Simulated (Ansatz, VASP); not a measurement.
# Two plane-wave programs on Si3Ni

File INCAR:

```
SYSTEM = Si3Ni
  PREC = Accurate
  ENCUT = 600
  EDIFF = 1E-6
  ISMEAR = 0
  SIGMA = 0.1
  LREAL = .False.
  LASPH = .True.
  NELM = 100
  ALGO = Normal
  ISIF = 3
  LWAVE = .False.
  LCHARG = .False.
  GGA = PE
  IBRION = 2
  NSW = 100
  EDIFFG = -0.01
```

Contents of KPOINTS:

```
Automatic mesh
0
Gamma
  8 8 8
  0 0 0
```

POSCAR

```
Si3Ni
1.0
    4.7112211500      0.0000000000      0.0000000000
    0.0000000000      4.7112211500      0.0000000000
    0.0000000000      0.0000000000      4.7112211500
Si Ni
6 2
Direct
    0.2500000000      0.0000000000      0.5000000000
    0.5000000000      0.7500000000      0.0000000000
    0.7500000000      0.0000000000      0.5000000000
    0.5000000000      0.2500000000      0.0000000000
    0.0000000000      0.5000000000      0.7500000000
    0.0000000000      0.5000000000      0.2500000000
    0.0000000000      0.0000000000      0.0000000000
    0.5000000000      0.5000000000      0.5000000000
```

Input for Ansatz:

```yaml
crystal:
  lattice:
    - [4.71122115, 0.0, 0.0]
    - [0.0, 4.71122115, 0.0]
    - [0.0, 0.0, 4.71122115]
  atoms:
    - { symbol: Si, position: [0.25, 0.0, 0.5] }
    - { symbol: Si, position: [0.5, 0.75, 0.0] }
    - { symbol: Si, position: [0.75, 0.0, 0.5] }
    - { symbol: Si, position: [0.5, 0.25, 0.0] }
    - { symbol: Si, position: [0.0, 0.5, 0.75] }
    - { symbol: Si, position: [0.0, 0.5, 0.25] }
    - { symbol: Ni, position: [0.0, 0.0, 0.0] }
    - { symbol: Ni, position: [0.5, 0.5, 0.5] }
basis:
  ecutwfc: 420
kpoints:
  mp_grid: { grid: [8, 8, 8] }
hamiltonian:
  xc: pbe
scf:
  occupations: { method: gaussian, width: 0.1 }
output:
  forces: true
  stress: true
  eigenvalues: true
  write_density: true
  write_potential: true
  elf: true
  volumetric_format: npy
relax:
  adjacent_minimum: "off"
  f_tol: 0.01
  max_steps: 80
  cell: { stress_tol: 0.05 }
```

Change from the starting cell: species swapped into the Cr3Ga type (Pm-3n, No. 223).

Alike in both runs: task relaxation of cell and atoms; functional PBE; k mesh 8 × 8 × 8; occupations gaussian, width 0.1 eV; no spin polarisation.

|  | VASP | Ansatz |
| --- | --- | --- |
| version | VASP 6.6.1 | Ansatz 0.2.0 |
| potentials or method | VASP PAW PBE potentials, release 64 (Si, Ni), cutoff 600 eV | scalar-relativistic, plane waves, PAW |
| valence electrons in the cell | 44 | 60 |

```csv
,VASP,Ansatz,Ansatz less VASP
"gap on the k mesh at the Fermi level, each at its own relaxed structure (eV)",none,none,-
relaxed volume (Å³/atom),13.24,13.24,-0.003
relaxed cell length with the largest relative difference (Å),4.731,4.731,-0.0003
```

A gap of «none» marks a metal or a gap that the smearing closes. VASP's potentials hold 44 valence electrons a cell and Ansatz's 60, so a difference there can come from the potentials and not from the codes.
